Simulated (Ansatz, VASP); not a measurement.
## Al4NF in VASP and in Ansatz

```xyz
6
Lattice="6.4272 0.0000 0.0000 -3.2136 5.5661 0.0000 0.0000 0.0000 2.8460" Properties=species:S:1:pos:R:3 pbc="T T T"
Al    3.2136    1.8554    0.0000
Al   -1.3746    2.9171    1.4230
Al    1.3746    2.9171    1.4230
Al    0.0000    5.2980    1.4230
N     0.0000    3.7107    0.0000
F     0.0000    0.0000    0.0000
```

Change from the starting cell: species swapped into the CeCo4Cu type (P-6m2, No. 187).

Alike in both runs: task relaxation of cell and atoms; functional PBE; k mesh 6 × 6 × 14; occupations gaussian, width 0.1 eV; no spin polarisation.

|  | VASP | Ansatz |
| --- | --- | --- |
| version | VASP 6.6.1 | Ansatz 0.2.0 |
| potentials or method | VASP PAW PBE potentials, release 64 (Al, N, F), cutoff 600 eV | scalar-relativistic, plane waves, PAW |
| valence electrons in the cell | 24 | 24 |

|  | VASP | Ansatz | Ansatz less VASP |
| --- | --- | --- | --- |
| gap on the k mesh at the Fermi level, each at its own relaxed structure (eV) | none | none | - |
| relaxed volume (Å³/atom) | 16.93 | 16.97 | +0.040 |
| relaxed cell length with the largest relative difference (Å) | 6.410 | 6.416 | +0.0053 |

A gap of «none» marks a metal or a gap that the smearing closes.
